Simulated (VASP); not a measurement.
A run of VASP 6.6.1:

The input INCAR:

```
SYSTEM = Ti3Ag
PREC = Accurate
ENCUT = 520
EDIFF = 1E-6
ISMEAR = -1
SIGMA = 0.05
LREAL = .FALSE.
LASPH = .TRUE.
NELM = 100
ALGO = Normal
ISIF = 2
LWAVE = .FALSE.
LCHARG = .FALSE.
GGA = PS
NBANDS = 32
```

KPOINTS

```
regular mesh
0
G
  7 7 7
  0 0 0
```

File POSCAR:

```
Ti3Ag
1.0
    4.0434109255      0.0000000000      0.0000000000
    0.0000000000      4.0434109255      0.0000000000
    0.0000000000      0.0000000000      4.0434109255
Ag Ti
1 3
Direct
    0.0000000000      0.0000000000      0.0000000000
    0.0000000000      0.5000000000      0.5000000000
    0.5000000000      0.0000000000      0.5000000000
    0.5000000000      0.5000000000      0.0000000000
```

Potentials or basis: VASP PAW PBE potentials, release 64 (Ag, Ti_sv).

Command:

```console
$ cat potpaw_PBE.64/Ag/POTCAR potpaw_PBE.64/Ti_sv/POTCAR > POTCAR
$ mpirun -np 1 vasp_std > vasp.out
```

Hardware: 1 thread of Intel(R) Xeon(R) Platinum 8259CL CPU @ 2.50GHz (Skylake/Cascade Lake), on a shared host.

Q: Estimate the wall time of this run.

A: It took 37 s on 1 thread of Intel(R) Xeon(R) Platinum 8259CL CPU @ 2.50GHz (Skylake/Cascade Lake) (shared host), peak memory 0.19 GiB. Counts: scf iterations 14, k points 20.
